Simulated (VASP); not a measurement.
# Ca (P6_3/mmc) in VASP: further runs, part 2 of 2

VASP 6.6.1. The steps go on from the part before.

## (3) Single point, LDA (strain +0.000 along x and y, -0.030 along z)

File INCAR:

```
PREC     = Accurate       # precision mode
ENCUT    = 520            # plane-wave cutoff, eV
EDIFF    = 1E-7           # SCF threshold, eV
ISMEAR   = 0              # smearing method
SIGMA    = 0.15           # smearing width, eV
LREAL    = F              # projectors in reciprocal space
LASPH    = T              # aspherical terms in the spheres
NELM     = 80             # most SCF steps
ALGO     = Fast           # electronic algorithm
ISIF     = 2              # what is computed and relaxed
LWAVE    = F              # write WAVECAR
LCHARG   = T              # write CHGCAR
LELF     = T              # ELF
LVHAR    = T            
NBANDS   = 17             # bands
```

File KPOINTS:

```
regular mesh
0
Gamma
  15 15 8
```

File POSCAR:

```
Ca
1.0
    3.9799995206      0.0000000000      0.0000000000
   -1.9899997603      3.4467806919      0.0000000000
    0.0000000000      0.0000000000      6.3244000000
Ca
2
Direct
    0.3333333333      0.6666666667      0.2500000000
    0.6666666667      0.3333333333      0.7500000000
```

Potentials or basis: VASP PAW LDA potentials, release 64 (Ca_sv).

Run with:

```sh
cat potpaw_LDA.64/Ca_sv/POTCAR > POTCAR
mpirun -np 1 vasp_std > vasp.out
```

OUTCAR:

```text
PREC = Accurate
   ENCUT = 520
   EDIFF = 1E-7
   ISMEAR = 0
   LREAL = F
   LASPH = T
   NELM = 80
   ISIF = 2

 ion  position               nearest neighbor table
   1  0.333  0.667  0.250-
   2  0.667  0.333  0.750-

  LATTYP: Found a hexagonal cell.
 ALAT       =     3.9799995206
 C/A-ratio  =     1.5890454175

  Lattice vectors:

 A1 = (   3.9799995206,   0.0000000000,   0.0000000000)
 A2 = (  -1.9899997603,   3.4467806919,   0.0000000000)
 A3 = (   0.0000000000,   0.0000000000,   6.3244000000)

Analysis of symmetry for initial positions (statically):
=====================================================================
 Subroutine PRICEL returns:
 Original cell was already a primitive cell.

 Routine SETGRP: Setting up the symmetry group for a
 hexagonal supercell.

 Subroutine GETGRP returns: Found 24 space group operations
 (whereof 12 operations were pure point group operations)
 out of a pool of 24 trial point group operations.

The static configuration has the point symmetry D_3d.
 The point group associated with its full space group is D_6h.

Analysis of symmetry for dynamics (positions and initial velocities):
=====================================================================
 Subroutine PRICEL returns:
 Original cell was already a primitive cell.

 Routine SETGRP: Setting up the symmetry group for a
 hexagonal supercell.

 Subroutine GETGRP returns: Found 24 space group operations
 (whereof 12 operations were pure point group operations)
 out of a pool of 24 trial point group operations.

The dynamic configuration has the point symmetry D_3d.
 The point group associated with its full space group is D_6h.

 Subroutine INISYM returns: Found 24 space group operations
 (whereof 12 operations are pure point group operations),
 and found     1 'primitive' translations

----------------------------------------------------------------------------------------

                                     Primitive cell

  volume of cell :      86.7593

  direct lattice vectors                    reciprocal lattice vectors
     3.979999521  0.000000000  0.000000000     0.251256312  0.145062899  0.000000000
    -1.989999760  3.446780692  0.000000000     0.000000000  0.290125798  0.000000000
     0.000000000  0.000000000  6.324400000     0.000000000  0.000000000  0.158117766

  length of vectors
     3.979999521  3.979999521  6.324400000     0.290125798  0.290125798  0.158117766

  position of ions in fractional coordinates (direct lattice)
     0.333333333  0.666666667  0.250000000
     0.666666667  0.333333333  0.750000000

  ion indices of the primitive-cell ions
   primitive index   ion index
                 1           1
                 2           2

----------------------------------------------------------------------------------------

 KPOINTS: regular mesh

Automatic generation of k-mesh.
 Grid dimensions read from file:
 generate k-points for:   15   15    8

 Generating k-lattice:

  Cartesian coordinates                     Fractional coordinates (reciprocal lattice)
     0.016750421  0.009670860  0.000000000     0.066666667  0.000000000  0.000000000
     0.000000000  0.019341720  0.000000000     0.000000000  0.066666667  0.000000000
     0.000000000  0.000000000  0.019764721     0.000000000  0.000000000  0.125000000

  Length of vectors
     0.019341720  0.019341720  0.019764721

  Shift w.r.t. Gamma in fractional coordinates (k-lattice)
     0.000000000  0.000000000  0.000000000

 Subroutine IBZKPT returns following result:
 ===========================================

 Found    135 irreducible k-points:

 Following reciprocal coordinates:
            Coordinates               Weight
  0.000000  0.000000  0.000000      1.000000
  0.066667 -0.000000  0.000000      6.000000
  0.133333  0.000000  0.000000      6.000000
  0.200000  0.000000  0.000000      6.000000
  0.266667  0.000000  0.000000      6.000000
  0.333333  0.000000  0.000000      6.000000
[... 16 lines left out ...]
  0.333333  0.200000  0.000000     12.000000
  0.400000  0.200000  0.000000      6.000000
 [... further k-points ...]
   k-points           NKPTS =    135   k-points in BZ     NKDIM =    135   number of bands    NBANDS=     17
   number of dos      NEDOS =    301   number of ions     NIONS =      2
   total plane-waves  NPLWV =  43200
   dimension x,y,z NGX =    30 NGY =   30 NGZ =   48
   dimension x,y,z NGXF=    60 NGYF=   60 NGZF=   96
   ions per type =               2
   NGX,Y,Z   is equivalent  to a cutoff of  12.53, 12.53, 12.62 a.u.
   NGXF,Y,Z  is equivalent  to a cutoff of  25.06, 25.06, 25.23 a.u.
 SYSTEM =  unknown system
   PREC   = accura    normal or accurate (medium, high low for compatibility)
   ISTART =      0    job   : 0-new  1-cont  2-samecut
   ICHARG =      2    charge: 1-file 2-atom 10-const
   ISPIN  =      1    spin polarized calculation?
   LNONCOLLINEAR =      F non collinear calculations
   LSORBIT =      F    spin-orbit coupling
   LASPH  =      T    aspherical Exc in radial PAW
   ENCUT  =  520.0 eV  38.22 Ry    6.18 a.u.   7.40  7.40 11.76*2*pi/ulx,y,z
   NELM   =     80;   NELMIN=  2; NELMDL= -5     # of ELM steps
   EDIFF  = 0.1E-06   stopping-criterion for ELM
   LREAL  =      F    real-space projection
   EDIFFG = 0.1E-05   stopping-criterion for IOM
   NSW    =      0    number of steps for IOM
   IBRION =     -1    ionic relax: 0-MD 1-quasi-New 2-CG
   NFREE  =      0    steps in history (QN), initial steepest desc. (CG)
   ISIF   =      2    stress and relaxation
   ISYM   =      2    0-nonsym 1-usesym 2-fastsym
   POTIM  = 0.5000    time-step for ionic-motion
   TEBEG  =    0.0;   TEEND  =   0.0 temperature during run
   PSTRESS=    0.0 pullay stress
   NELECT =      20.0000    total number of electrons
   NUPDOWN=      -1.0000    fix difference up-down
   EMIN   =  10.00;   EMAX   =-10.00  energy-range for DOS
   EFERMI =   0.00;   METHOD = LEGACY
   ISMEAR =     0;   SIGMA  =   0.15  broadening in eV -4-tet -1-fermi 0-gaus
   EFERMI_NEDOS =   21; number of points for ismear=-14 and -15
   IALGO  =     68    algorithm
   IMIX   =      4    mixing-type and parameters
     AMIX     =   0.40;   BMIX     =  1.00
     AMIX_MAG =   1.60;   BMIX_MAG =  1.00
  volume/ion in A,a.u.               =      43.38       292.74
  Fermi-wavevector in a.u.,A,eV,Ry     =   1.003798  1.896902 13.709362  1.007610
  Thomas-Fermi vector in A             =   2.136372
   LORBIT       =      0    0 simple, 1 ext, 2 COOP (PROOUT), +10 PAW based schemes
   GGA     = CA    functional components
   LHFCALC =     F    Hartree Fock is set to
   AEXX    =    0.0000 exact exchange contribution
   IVDW    =     0    specifies the selected vdW correction
   LEPSILON=     F    determine dielectric tensor
   LRPA    =     F    only Hartree local field effects (RPA)
 non-spin polarized calculation
 RMM-DIIS sequential band-by-band and
 Gauss-broadening in eV      SIGMA  =   0.15
  energy-cutoff  :      520.00
  volume of cell :       86.76
 maximum number of plane-waves:      2388
 NGX is ok and might be reduce to    30
   NGX = 15   NGY = 15   NGZ = 23

 number of electron      19.9999999 magnetization

 Free energy of the ion-electron system (eV)
  ---------------------------------------------------
  ext. energy  EPLUGINS =         0.00000000
  ---------------------------------------------------
  free energy    TOTEN  =        -4.34301879 eV

  energy without entropy =       -4.31381805  energy(sigma->0) =       -4.32841842

 E-fermi :   1.7371     XC(G=0):  -7.8739

 val. band max:        1.7354366613   @ k =   0.2667   0.2667   0.2500
 cond. band min:       1.7407279272   @ k =   0.2667   0.0000   0.0000
 fundamental gap:      0.0052912659
 Fermi energy:         1.7370854903

 k-point     1 :       0.0000    0.0000    0.0000
  band No.  band energies     occupation
      1     -39.9415      2.00000
      2     -39.9270      2.00000
      3     -21.2893      2.00000
      4     -21.1774      2.00000
      5     -21.1774      2.00000
      6     -21.1561      2.00000
[... 9 lines left out ...]
     16       4.1462      0.00000
     17       4.4310      0.00000
[... 441 lines left out ...]
 k-point    24 :       0.4000    0.2000    0.0000
  band No.  band energies     occupation
      1     -39.9276      2.00000
      2     -39.9247      2.00000
      3     -21.2586      2.00000
      4     -21.2365      2.00000
      5     -21.2214      2.00000
      6     -21.2207      2.00000
[... 9 lines left out ...]
     16       5.2220      0.00000
     17       5.5022      0.00000

 [... further k-points ...]

------------------------ aborting loop because EDIFF is reached ----------------------------------------

  FORCE on cell =-STRESS in cart. coord.  units (eV):
  Direction    XX          YY          ZZ          XY          YZ          ZX
  --------------------------------------------------------------------------------------
  -------------------------------------------------------------------------------------
  Total       -1.2079204     -1.2079204     -0.7620098     -0.0000000      0.0000000      0.0000000
  in kB      -22.3065748    -22.3065748    -14.0719783     -0.0000000      0.0000000      0.0000000
  external PRESSURE =     -19.5617093 kB  Pullay stress =       0.0000000 kB

 VOLUME and BASIS-vectors are now :
 -----------------------------------------------------------------------------
  energy-cutoff  :      520.00
  volume of cell :       86.76
      direct lattice vectors                 reciprocal lattice vectors
     3.979999521  0.000000000  0.000000000     0.251256312  0.145062899  0.000000000
    -1.989999760  3.446780692  0.000000000     0.000000000  0.290125798  0.000000000
     0.000000000  0.000000000  6.324400000     0.000000000  0.000000000  0.158117766

 POSITION                                       TOTAL-FORCE (eV/Angst)
 -----------------------------------------------------------------------------------
     -0.00000      2.29785      1.58110        -0.000000      0.000000      0.000000
      1.99000      1.14893      4.74330         0.000000      0.000000     -0.000000
 -----------------------------------------------------------------------------------
    total drift:                               -0.000000      0.000000     -0.000000

  FREE ENERGIE OF THE ION-ELECTRON SYSTEM (eV)
  ---------------------------------------------------
  free  energy   TOTEN  =        -4.3430187901 eV

  energy  without entropy=       -4.3138180476  energy(sigma->0) =       -4.32841842
```

Run time: 7.1 min. Hardware: 1 thread of Intel Xeon 8259CL, shared host; peak memory 0.29 GiB.

Results:

```
Free energy            : -4.3430 eV
Pressure               : -2.0 GPa
Band gap on the k mesh : zero (bands 10 and 11 overlap by 0.44 eV)
```

Levels at points of the mesh, in eV from the Fermi level:
```
           k point  band 7  band 8  band 9  band 10  band 11  band 12  band 13  band 14
(0.00, 0.00, 0.00)  -22.89  -22.89   -4.03    -1.00    -0.07     2.09     2.09     2.21
(0.00, 0.00, 0.50)  -22.90  -22.90   -2.99    -2.99     1.37     1.37     2.05     2.05
```

Caveat: the cell differs from its parent crystal (strain +0.000 along x and y, -0.030 along z).

## (4) Single point, LDA (strain -0.015 along x and y, +0.000 along z)

File INCAR:

```
  ALGO = Fast
  EDIFF = 1E-6
  ENCUT = 520
  ISIF = 2
  ISMEAR = 0
  LASPH = True
  LCHARG = False
  LREAL = False
  LWAVE = False
  NBANDS = 17
  NELM = 100
  PREC = Accurate
  SIGMA = 0.15
```

File KPOINTS:

```
k-points
0
Gamma
  15 15 8
```

File POSCAR:

```
Ca
1.0
    3.9202995278      0.0000000000      0.0000000000
   -1.9601497639      3.3950789815      0.0000000000
    0.0000000000      0.0000000000      6.5200000000
Ca
2
Direct
    0.3333333333      0.6666666667      0.2500000000
    0.6666666667      0.3333333333      0.7500000000
```

Potentials or basis: VASP PAW LDA potentials, release 64 (Ca_sv).

Run with:

```sh
cat potpaw_LDA.64/Ca_sv/POTCAR > POTCAR
mpirun -np 1 vasp_std > vasp.out
```

OUTCAR:

```text
EDIFF = 1E-6
   ENCUT = 520
   ISIF = 2
   ISMEAR = 0
   LASPH = True
   LREAL = False
   NELM = 100
   PREC = Accurate

 ion  position               nearest neighbor table
   1  0.333  0.667  0.250-
   2  0.667  0.333  0.750-

  LATTYP: Found a hexagonal cell.
 ALAT       =     3.9202995278
 C/A-ratio  =     1.6631382255

  Lattice vectors:

 A1 = (   3.9202995278,   0.0000000000,   0.0000000000)
 A2 = (  -1.9601497639,   3.3950789815,   0.0000000000)
 A3 = (   0.0000000000,   0.0000000000,   6.5200000000)

Analysis of symmetry for initial positions (statically):
=====================================================================
 Subroutine PRICEL returns:
 Original cell was already a primitive cell.

 Routine SETGRP: Setting up the symmetry group for a
 hexagonal supercell.

 Subroutine GETGRP returns: Found 24 space group operations
 (whereof 12 operations were pure point group operations)
 out of a pool of 24 trial point group operations.

The static configuration has the point symmetry D_3d.
[... 161 lines left out ...]
  free energy    TOTEN  =        -4.34745901 eV

  energy without entropy =       -4.32059394  energy(sigma->0) =       -4.33402648

 E-fermi :   1.7267     XC(G=0):  -7.8737

 val. band max:        1.7242013752   @ k =   0.2667   0.2000   0.1250
 cond. band min:       1.7409743146   @ k =   0.3333   0.3333   0.3750
 fundamental gap:      0.0167729393
 Fermi energy:         1.7266863297

 k-point     1 :       0.0000    0.0000    0.0000
  band No.  band energies     occupation
      1     -39.9456      2.00000
      2     -39.9338      2.00000
      3     -21.2784      2.00000
      4     -21.1761      2.00000
      5     -21.1761      2.00000
      6     -21.1598      2.00000
[... 457 lines left out ...]
      4     -21.2527      2.00000
      5     -21.2272      2.00000
      6     -21.2137      2.00000
[... 9 lines left out ...]
     16       5.1089      0.00000
     17       5.3954      0.00000

 [... further k-points ...]

------------------------ aborting loop because EDIFF is reached ----------------------------------------

  FORCE on cell =-STRESS in cart. coord.  units (eV):
  Direction    XX          YY          ZZ          XY          YZ          ZX
  --------------------------------------------------------------------------------------
  -------------------------------------------------------------------------------------
  Total       -1.0310344     -1.0310344     -1.1953348      0.0000000     -0.0000000      0.0000000
  in kB      -19.0356189    -19.0356189    -22.0690387      0.0000000     -0.0000000      0.0000000
  external PRESSURE =     -20.0467589 kB  Pullay stress =       0.0000000 kB

 VOLUME and BASIS-vectors are now :
 -----------------------------------------------------------------------------
  energy-cutoff  :      520.00
  volume of cell :       86.78
      direct lattice vectors                 reciprocal lattice vectors
     3.920299528  0.000000000  0.000000000     0.255082550  0.147271979  0.000000000
    -1.960149764  3.395078982  0.000000000     0.000000000  0.294543958  0.000000000
     0.000000000  0.000000000  6.520000000     0.000000000  0.000000000  0.153374233

 POSITION                                       TOTAL-FORCE (eV/Angst)
 -----------------------------------------------------------------------------------
     -0.00000      2.26339      1.63000         0.000000     -0.000000      0.000000
      1.96015      1.13169      4.89000        -0.000000      0.000000      0.000000
 -----------------------------------------------------------------------------------
    total drift:                                0.000000     -0.000000      0.000000

  FREE ENERGIE OF THE ION-ELECTRON SYSTEM (eV)
  ---------------------------------------------------
  free  energy   TOTEN  =        -4.3474590138 eV

  energy  without entropy=       -4.3205939442  energy(sigma->0) =       -4.33402648
```

It took 6.9 min on 1 thread of Intel Xeon 8259CL, shared host; peak memory 0.29 GiB.

Results:

```
Free energy            : -4.3475 eV
Pressure               : -2.0 GPa
Band gap on the k mesh : zero (bands 10 and 11 overlap by 0.43 eV)
```

Levels at points of the mesh, in eV from the Fermi level:
```
           k point  band 8  band 9  band 10  band 11  band 12  band 13
(0.00, 0.00, 0.00)  -22.88   -4.02    -1.14    -0.24     2.04     2.13
(0.00, 0.00, 0.50)  -22.89   -3.05    -3.05     1.24     1.24     2.13
```

Caveat: the cell differs from its parent crystal (strain -0.015 along x and y, +0.000 along z).

## (5) Single point, LDA (strain +0.030 along x and y, +0.030 along z)

File INCAR:

```
SYSTEM = Ca
PREC = Accurate
ENCUT = 520
EDIFF = 1E-7
ISMEAR = 0
SIGMA = 0.15
LREAL = .False.
LASPH = .True.
NELM = 60
ALGO = Fast
ISIF = 2
LWAVE = .False.
LCHARG = .True.
LELF = .True.
LVHAR = .True.
NBANDS = 17
```

File KPOINTS:

```
Automatic mesh
0
Gamma
  15 15 8
  0 0 0
```

File POSCAR:

```
Ca
1.0
    4.0993995062      0.0000000000      0.0000000000
   -2.0496997531      3.5501841127      0.0000000000
    0.0000000000      0.0000000000      6.7156000000
Ca
2
Direct
    0.3333333333      0.6666666667      0.2500000000
    0.6666666667      0.3333333333      0.7500000000
```

Run with:

```sh
cat potpaw_LDA.64/Ca_sv/POTCAR > POTCAR
mpirun -np 1 vasp_std > vasp.out
```

Run time: 11 min. Hardware: 1 thread of Intel Xeon 8259CL, shared host; peak memory 0.31 GiB.

It converged, with:

```
Free energy            : -4.1697 eV
Pressure               : -3.2 GPa
Band gap on the k mesh : zero (bands 10 and 11 overlap by 0.46 eV)
```

Levels at points of the mesh, in eV from the Fermi level:
| k point | band 8 | band 9 | band 10 | band 11 | band 12 | band 13 |
| --- | --- | --- | --- | --- | --- | --- |
| (0.00, 0.00, 0.00) | -23.17 | -3.81 | -1.05 | -0.24 | 1.94 | 1.96 |
| (0.00, 0.00, 0.50) | -23.18 | -2.90 | -2.90 | 1.21 | 1.21 | 1.95 |

Caveat: the cell differs from its parent crystal (strain +0.030 along x and y, +0.030 along z); the cell stands under tension.

## (6) Summary

| cell | further INCAR settings | gap on the mesh (eV) | pressure (GPa) |
| --- | --- | --- | --- |
| a = 3.861, b = 3.861, c = 6.716 Å, angles 90.0, 90.0, 120.0°, 2 atoms | ALGO = Fast; EDIFF = 1e-07; NBANDS = 17 | none | -2.0 |
| a = 3.980, b = 3.980, c = 6.324 Å, angles 90.0, 90.0, 120.0°, 2 atoms | ALGO = Fast; EDIFF = 1e-07; NBANDS = 17 | none | -2.0 |
| a = 3.920, b = 3.920, c = 6.520 Å, angles 90.0, 90.0, 120.0°, 2 atoms | ALGO = Fast; EDIFF = 1e-06; NBANDS = 17 | none | -2.0 |
| a = 4.099, b = 4.099, c = 6.716 Å, angles 90.0, 90.0, 120.0°, 2 atoms | ALGO = Fast; EDIFF = 1e-07; NBANDS = 17 | none | -3.2 |

Alike in all rows: task single point; level LDA; potentials or basis VASP PAW LDA potentials, release 64 (Ca_sv); no spin polarisation; k mesh 15 × 15 × 8; cutoff (eV) 520; smearing gaussian 0.15 eV.

Caveats: the cell stands under tension (at least some runs).

Absolute energies hang on the potentials; compare differences alone.
